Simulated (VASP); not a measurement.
Wanted: the native input for a VASP 6.6.1 run.

```yaml
Task: single point
Functional: PBEsol
Potentials_or_basis: VASP PAW PBE potentials, release 64 (Cu, O)
Cutoff: 520 eV
k_mesh: 9 × 9 × 5
Occupations: fermi-dirac, width 0.05 eV
Spin: no spin polarisation
Dipole_correction: no
Further_INCAR_settings: ALGO = Normal; EDIFF = 1e-06; NBANDS = 25
```

The structure of CuO lies in POSCAR:

```
CuO
1.0
    2.8207191443      0.0000000000      0.0000000000
    0.0382751310      2.8205021813      0.0000000000
    0.0171382374      0.0168928653      5.0706699737
Cu O
2 2
Direct
    0.0000000000      0.5000000000      0.0000000000
    0.5000000000      0.0000000000      0.5000000000
    0.9984239700      0.0016717800      0.7498871000
    0.0015760300      0.9983282200      0.2501129000
```

The input as run:

INCAR

```
SYSTEM = CuO
ALGO = Normal ; EDIFF = 1E-6
ENCUT = 520 ; GGA = PS
ISIF = 2 ; ISMEAR = -1
LASPH = .True. ; LCHARG = .True.
LELF = .True. ; LREAL = .False.
LVHAR = .True. ; LWAVE = .False.
NBANDS = 25 ; NELM = 100
PREC = Accurate ; SIGMA = 0.05
```

KPOINTS

```
k-points
0
Gamma
  9 9 5
  0 0 0
```

Potentials or basis: VASP PAW PBE potentials, release 64 (Cu, O).

Run with:

```sh
$ cat potpaw_PBE.64/Cu/POTCAR potpaw_PBE.64/O/POTCAR > POTCAR
$ mpirun -np 1 vasp_std > vasp.out
```

It gave:

```
Pressure               : 10.7 GPa
Largest force          : 0.013 eV/Å
Band gap on the k mesh : zero (band 17 reaches 6.65 eV, above the bottom of band 18 at 5.63 eV)
```

Caveat: the PAW data sets were made with another functional, which shifts forces and pressure a little; semilocal functionals often make such compounds metallic where correlation or magnetic order opens a gap, which also shifts bond lengths.

It took 76 s on 1 thread of Intel(R) Xeon(R) 6975P-C (Granite Rapids), with other jobs on the host, peak memory 0.28 GiB.
